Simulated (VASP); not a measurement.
# Ge (Fd-3m) in VASP: single point with PBE+D3(BJ)

Aim: the single point of Ge with PBE+D3(BJ).

Everything below comes from runs of VASP 6.6.1. Logs are shortened: lines on timing, memory, paths and dates and some standing lists are left out, and cuts for length are marked.

### 1 The cell of the first run

It takes space group Fd-3m (No. 227, cubic). Conventional cell: a = 5.700 Å, b = 5.700 Å, c = 5.700 Å, α = 90.00°, β = 90.00°, γ = 90.00°. Ge (site symmetry -43m) has 4 Ge at 2.47 Å within 3.3 Å.

### 2 Single point, PBE+D3(BJ)

Contents of INCAR:

```
SYSTEM = Ge
PREC     = Accurate       ! precision mode
ENCUT    = 500            ! plane-wave cutoff, eV
EDIFF    = 1E-6           ! SCF threshold, eV
ISMEAR   = 0              ! smearing method
SIGMA    = 0.1            ! smearing width, eV
LREAL    = .FALSE.        ! projectors in reciprocal space
LASPH    = .TRUE.         ! aspherical terms in the spheres
NELM     = 120            ! most SCF steps
ALGO     = Normal         ! electronic algorithm
ISIF     = 2              ! what is computed and relaxed
LWAVE    = .FALSE.        ! write WAVECAR
LCHARG   = .FALSE.        ! write CHGCAR
GGA      = PE             ! functional
IVDW     = 12             ! dispersion correction
NBANDS   = 21             ! bands
GGA_COMPAT= .FALSE.
```

Contents of KPOINTS:

```
Automatic mesh
0
G
  12 12 12
  0 0 0
```

Contents of POSCAR:

```
Ge
1.0
    0.0000000000      2.8500629727      2.8500629727
    2.8500629727      0.0000000000      2.8500629727
    2.8500629727      2.8500629727      0.0000000000
Ge
2
Direct
    0.0000000000      0.0000000000      0.0000000000
    0.2500000000      0.2500000000      0.2500000000
```

Potentials or basis: VASP PAW PBE potentials, release 64 (Ge_d).

Run with:

```console
$ cat potpaw_PBE.64/Ge_d/POTCAR > POTCAR
$ mpirun -np 1 vasp_std > vasp.out
```

OUTCAR:

```text
SYSTEM = Ge
   PREC = Accurate
   ENCUT = 500
   EDIFF = 1E-6
   ISMEAR = 0
   LREAL = .FALSE.
   LASPH = .TRUE.
   NELM = 120
   ISIF = 2
   GGA = PE
   IVDW = 12
 IVDW          = 12

 ion  position               nearest neighbor table
   1  0.000  0.000  0.000-   2 2.47   2 2.47   2 2.47   2 2.47
   2  0.250  0.250  0.250-   1 2.47   1 2.47   1 2.47   1 2.47

  LATTYP: Found a face centered cubic cell.
 ALAT       =     5.7001259454

  Lattice vectors:

 A1 = (   0.0000000000,   2.8500629727,   2.8500629727)
 A2 = (   2.8500629727,   0.0000000000,   2.8500629727)
 A3 = (   2.8500629727,   2.8500629727,   0.0000000000)

Analysis of symmetry for initial positions (statically):
=====================================================================
 Subroutine PRICEL returns:
 Original cell was already a primitive cell.

 Routine SETGRP: Setting up the symmetry group for a
 face centered cubic supercell.

 Subroutine GETGRP returns: Found 48 space group operations
 (whereof 24 operations were pure point group operations)
 out of a pool of 48 trial point group operations.

The static configuration has the point symmetry T_d .
 The point group associated with its full space group is O_h .

Analysis of symmetry for dynamics (positions and initial velocities):
=====================================================================
 Subroutine PRICEL returns:
 Original cell was already a primitive cell.

 Routine SETGRP: Setting up the symmetry group for a
 face centered cubic supercell.

 Subroutine GETGRP returns: Found 48 space group operations
 (whereof 24 operations were pure point group operations)
 out of a pool of 48 trial point group operations.

The dynamic configuration has the point symmetry T_d .
 The point group associated with its full space group is O_h .

 Subroutine INISYM returns: Found 48 space group operations
 (whereof 24 operations are pure point group operations),
 and found     1 'primitive' translations

----------------------------------------------------------------------------------------

                                     Primitive cell

  volume of cell :      46.3013

  direct lattice vectors                    reciprocal lattice vectors
     0.000000000  2.850062973  2.850062973    -0.175434720  0.175434720  0.175434720
     2.850062973  0.000000000  2.850062973     0.175434720 -0.175434720  0.175434720
[... 82 lines left out ...]
   LASPH  =      T    aspherical Exc in radial PAW
   ENCUT  =  500.0 eV  36.75 Ry    6.06 a.u.   7.35  7.35  7.35*2*pi/ulx,y,z
   NELM   =    120;   NELMIN=  2; NELMDL= -5     # of ELM steps
   EDIFF  = 0.1E-05   stopping-criterion for ELM
   LREAL  =      F    real-space projection
   EDIFFG = 0.1E-04   stopping-criterion for IOM
   NSW    =      0    number of steps for IOM
   IBRION =     -1    ionic relax: 0-MD 1-quasi-New 2-CG
   NFREE  =      0    steps in history (QN), initial steepest desc. (CG)
   ISIF   =      2    stress and relaxation
   ISYM   =      2    0-nonsym 1-usesym 2-fastsym
   POTIM  = 0.5000    time-step for ionic-motion
   TEBEG  =    0.0;   TEEND  =   0.0 temperature during run
   PSTRESS=    0.0 pullay stress
   NELECT =      28.0000    total number of electrons
   NUPDOWN=      -1.0000    fix difference up-down
   EMIN   =  10.00;   EMAX   =-10.00  energy-range for DOS
   EFERMI =   0.00;   METHOD = LEGACY
   ISMEAR =     0;   SIGMA  =   0.10  broadening in eV -4-tet -1-fermi 0-gaus
   EFERMI_NEDOS =   21; number of points for ismear=-14 and -15
   IALGO  =     38    algorithm
   IMIX   =      4    mixing-type and parameters
     AMIX     =   0.40;   BMIX     =  1.00
     AMIX_MAG =   1.60;   BMIX_MAG =  1.00
  volume/ion in A,a.u.               =      23.15       156.23
  Fermi-wavevector in a.u.,A,eV,Ry     =   1.384405  2.616145 26.076603  1.916576
  Thomas-Fermi vector in A             =   2.508912
   LORBIT       =      0    0 simple, 1 ext, 2 COOP (PROOUT), +10 PAW based schemes
   GGA     = PE    functional components
   LHFCALC =     F    Hartree Fock is set to
   AEXX    =    0.0000 exact exchange contribution
   IVDW    =    12    specifies the selected vdW correction
   LEPSILON=     F    determine dielectric tensor
   LRPA    =     F    only Hartree local field effects (RPA)
 non-spin polarized calculation
 Gauss-broadening in eV      SIGMA  =   0.10
  energy-cutoff  :      500.00
  volume of cell :       46.30
 maximum number of plane-waves:      1243
 NGX is ok and might be reduce to    30
   NGX = 15   NGY = 15   NGZ = 15

 number of electron      28.0000004 magnetization

 Free energy of the ion-electron system (eV)
  ---------------------------------------------------
  ext. energy  EPLUGINS =         0.00000000
  ---------------------------------------------------
  free energy    TOTEN  =        -9.02656913 eV

  energy without entropy =       -9.02636509  energy(sigma->0) =       -9.02646711

 E-fermi :   4.7925     XC(G=0):  -9.8192

 val. band max:        4.7764060965   @ k =   0.0000   0.0000   0.0000
 cond. band min:       4.8937910527   @ k =   0.5000   0.0000   0.0000
 fundamental gap:      0.1173849562
 Fermi energy:         4.7925126100

 k-point     1 :       0.0000    0.0000    0.0000
  band No.  band energies     occupation
      1     -20.0085      2.00000
      2     -20.0085      2.00000
      3     -20.0085      2.00000
      4     -19.9740      2.00000
      5     -19.9740      2.00000
      6     -19.7752      2.00000
[... 565 lines left out ...]
     20      14.3816      0.00000
     21      15.0232      0.00000

 [... further k-points ...]

------------------------ aborting loop because EDIFF is reached ----------------------------------------

 Edisp (eV)   -0.58077

 E8    (eV) :    -0.2602

  FORCE on cell =-STRESS in cart. coord.  units (eV):
  Direction    XX          YY          ZZ          XY          YZ          ZX
  --------------------------------------------------------------------------------------
  -------------------------------------------------------------------------------------
  Total      -0.04786    -0.04786    -0.04786    -0.00000     0.00000     0.00000
  in kB      -1.65609    -1.65609    -1.65609    -0.00000     0.00000     0.00000
  external pressure =       -1.66 kB  Pullay stress =        0.00 kB

 VOLUME and BASIS-vectors are now :
 -----------------------------------------------------------------------------
  energy-cutoff  :      500.00
  volume of cell :       46.30
      direct lattice vectors                 reciprocal lattice vectors
     0.000000000  2.850062973  2.850062973    -0.175434720  0.175434720  0.175434720
     2.850062973  0.000000000  2.850062973     0.175434720 -0.175434720  0.175434720
     2.850062973  2.850062973  0.000000000     0.175434720  0.175434720 -0.175434720

 POSITION                                       TOTAL-FORCE (eV/Angst)
 -----------------------------------------------------------------------------------
      0.00000      0.00000      0.00000        -0.000000      0.000000     -0.000000
      1.42503      1.42503      1.42503         0.000000     -0.000000      0.000000
 -----------------------------------------------------------------------------------
    total drift:                                0.000000     -0.000000      0.000000

  FREE ENERGIE OF THE ION-ELECTRON SYSTEM (eV)
  ---------------------------------------------------
  free  energy   TOTEN  =        -9.6073401217 eV

  energy  without entropy=       -9.6071360859  energy(sigma->0) =       -9.60723810
```

stdout:

```text
POSCAR found type information on POSCAR Ge
 POSCAR found :  1 types and       2 ions
 scaLAPACK will be used
 LDA part: xc-table for (Slater+PW92), standard interpolation
 POSCAR, INCAR and KPOINTS ok, starting setup
 FFT: planning ... GRIDC
 FFT: planning ... GRID_SOFT
 FFT: planning ... GRID
 WAVECAR not read
 entering main loop
```

Run time: 38 s. Hardware: 1 thread of Intel Xeon Platinum 8375C at 2.90GHz (Ice Lake), shared host; peak memory 0.2 GiB.

Results:

```yaml
Free_energy: -9.6073 eV
Pressure: -0.2 GPa
Band_gap_on_the_k_mesh: zero (filled and empty bands touch)
Dispersion_energy_per_atom: -0.290 eV
```

Caveat: semilocal functionals underestimate gaps, and a narrow one can read as zero.

The gap in the log of VASP goes by the Fermi energy; the results here count the filled bands.